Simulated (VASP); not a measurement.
Here is a VASP 6.6.1 calculation.

The input INCAR:

```
SYSTEM = Pb
ALGO     = Fast           ! electronic algorithm
EDIFF    = 1E-6           ! SCF threshold, eV
ENCUT    = 520            ! plane-wave cutoff, eV
GGA      = PE             ! functional
ISIF     = 2              ! what is computed and relaxed
ISMEAR   = 0              ! smearing method
LASPH    = .True.         ! aspherical terms in the spheres
LCHARG   = .False.        ! write CHGCAR
LREAL    = .False.        ! projectors in reciprocal space
LWAVE    = .False.        ! write WAVECAR
NBANDS   = 13             ! bands
NELM     = 60             ! most SCF steps
PREC     = Accurate       ! precision mode
SIGMA    = 0.1            ! smearing width, eV
```

The input KPOINTS:

```
k-points
0
Gamma
  14 14 14
  0 0 0
```

POSCAR

```
Pb
1.0
    0.0000000000      2.5195444346      2.5195444346
    2.5195444346      0.0000000000      2.5195444346
    2.5195444346      2.5195444346      0.0000000000
Pb
1
Direct
    0.0000000000      0.0000000000      0.0000000000
```

Potentials or basis: VASP PAW PBE potentials, release 64 (Pb_d).

The run is started by

```bash
$ cat potpaw_PBE.64/Pb_d/POTCAR > POTCAR
$ mpirun -np 1 vasp_std > vasp.out
```

Q: What does it give for the band gap on the k mesh?

A: Zero (bands 7 and 8 overlap by 8.45 eV).

Q: Estimate the pressure.

A: 0.0 GPa.

Caveat: spin-orbit coupling is left out, which moves the levels of the heavy elements.
